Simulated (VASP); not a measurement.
A run of VASP 6.6.1:

INCAR

```
SYSTEM = Ga15H2N16
ALGO = Normal
EDIFF = 1E-7
ENCUT = 520
GGA = PE
ISIF = 2
ISMEAR = 0
LASPH = .TRUE.
LCHARG = .FALSE.
LREAL = Auto
LWAVE = .FALSE.
NBANDS = 160
NELECT = 278.0
NELM = 100
PREC = Accurate
SIGMA = 0.01
```

File KPOINTS:

```
Automatic mesh
0
Gamma
  1 1 1
  0.25 0.25 0.25
```

The input POSCAR:

```
Ga15H2N16
1.0
    6.4372426918      0.0000000000      0.0000000000
   -3.2186213459      5.5748157015      0.0000000000
    0.0000000000      0.0000000000     10.4870679887
Ga N H
15 16 2
Direct
    0.3349113058      0.1664355005      0.2472507025
    0.1671150735      0.3391951734      0.5008413139
    0.3396006222      0.1659151332      0.7469517198
    0.1636536384      0.3325247015      0.9984099088
    0.3334146688      0.6664349686      0.2496106345
    0.1554304158      0.8276180189      0.4998617370
    0.3328490824      0.6645792312      0.7479725986
    0.1624484510      0.8326617595      0.9985848276
    0.8320385622      0.1654261658      0.2471673024
    0.8279635095      0.1651205664      0.7468969156
    0.6644300846      0.3333887423      0.9966368663
    0.8336967819      0.6660085387      0.2545631814
    0.6669895012      0.8253241126      0.4996274832
    0.8269663196      0.6522036790      0.7446186216
    0.6646990594      0.8322528704      0.9987049830
    0.3234072153      0.1671639659      0.4350184685
    0.1664391910      0.3332529711      0.1876473770
    0.3290729341      0.1652891934      0.9394083892
    0.1656423829      0.3303231059      0.6884007564
    0.3327903474      0.6699929705      0.4381647840
    0.1667807824      0.8325753543      0.1872394524
    0.3308406370      0.6659703937      0.9376829055
    0.1646602927      0.8303974843      0.6890233108
    0.8387259272      0.1629332610      0.4357109415
    0.6673865063      0.3337314585      0.1870509213
    0.8318064719      0.1646058451      0.9392530423
    0.6640614332      0.3258676408      0.6929746634
    0.8357972913      0.6751831915      0.4358543266
    0.6651080355      0.8318164241      0.1873207162
    0.8310911448      0.6668623737      0.9382525812
    0.6660885175      0.8297262949      0.6884349547
    0.4982895744      0.2760368116      0.4681915091
    0.7655524040      0.2619433653      0.4710648718
```

Potentials or basis: VASP PAW PBE potentials, release 64 (Ga_d, N, H).

Command:

```console
$ cat potpaw_PBE.64/Ga_d/POTCAR potpaw_PBE.64/N/POTCAR potpaw_PBE.64/H/POTCAR > POTCAR
$ mpirun -np 1 vasp_std > vasp.out
```

Hardware: 1 thread of Intel(R) Xeon(R) 6975P-C (Granite Rapids) (shared host).

Question: Estimate the wall time of this run.

Answer: It took 12 min on 1 thread of Intel(R) Xeon(R) 6975P-C (Granite Rapids), with other jobs on the host, peak memory 0.57 GiB. Counts: scf iterations 22, k points 6.
